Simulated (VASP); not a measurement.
InAs, 2 atoms in the cell. It takes space group I-4m2 (No. 119, tetragonal). Conventional cell: a = 4.304 Å, b = 4.304 Å, c = 6.179 Å, α = 90.00°, β = 90.00°, γ = 90.00°. In (site symmetry -4m2) has 4 As at 2.65 Å within 3.5 Å. As (site symmetry -4m2) has 4 In at 2.65 Å within 3.5 Å.  This cell differs from its parent crystal: strain +0.000 along x and y, +0.015 along z.

* Program: VASP 6.6.1
* Task: single point
* Functional: PBEsol
* Potentials or basis: VASP PAW PBE potentials, release 64 (In_d, As)
* Cutoff: 520 eV
* k mesh: 18 × 18 × 18
* Occupations: gaussian, width 0.15 eV
* Spin: no spin polarisation
* Dipole correction: no
* Further INCAR settings: ALGO = Normal; EDIFF = 1e-07; NBANDS = 16

Potentials or basis: VASP PAW PBE potentials, release 64 (In_d, As).

Launch:

```sh
$ cat potpaw_PBE.64/In_d/POTCAR potpaw_PBE.64/As/POTCAR > POTCAR
$ mpirun -np 1 vasp_std > vasp.out
```

Hardware: 1 thread of Intel Xeon 8259CL, with other jobs on the host.

Estimate the wall time of this run.

Run time: 4.3 min on 1 thread of Intel Xeon 8259CL, with other jobs on the host, peak memory 0.55 GiB. Counts: scf iterations 14, k points 480.
